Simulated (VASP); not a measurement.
The system is MnS.

```
Mn S
1.0
     0.00000    2.61225    2.61225
     5.22450    2.61225    2.61225
     5.22450    5.22450    0.00000
Mn S
2 2
Direct
  0.00000 0.00000 0.00000
  0.00000 0.00000 0.50000
  0.50000 0.50000 0.00000
  0.50000 0.50000 0.50000
```

Base run:

* Program: VASP 6.6.1
* Functional: PBEsol
* Potentials or basis: VASP PAW PBE potentials, release 64 (Mn_pv, S)
* Cutoff: 520 eV
* k mesh: 6 × 6 × 6
* Occupations: gaussian, width 0.05 eV
* Spin: collinear spin, antiferromagnetic start
* Starting moments: [4.89, -4.89, -0.05, 0.05] μB
* Hubbard terms: Mn d U = 4.0 eV, J = 0.9 eV

Its results: band gap on the k mesh 0.81 eV; pressure -1.7 GPa; net moment 0.00 μB per cell; site moments Mn +4.52, -4.52; S -0.03, +0.03 μB.

Question: The run is repeated on the same cell with these changes: spin from collinear spin, antiferromagnetic start to collinear spin, ferromagnetic start; moments at the start from [4.89, -4.89, -0.05, 0.05] to [4.47, 4.47, 0.13, 0.13]. What comes out?

Answer: Band gap on the k mesh 0.19 eV; pressure -1.0 GPa; net moment 10.00 μB per cell; site moments Mn +4.55; S +0.10 μB.

Caveats: the PAW data sets were made with another functional, which shifts forces and pressure a little.

A k mesh can miss the band edges.
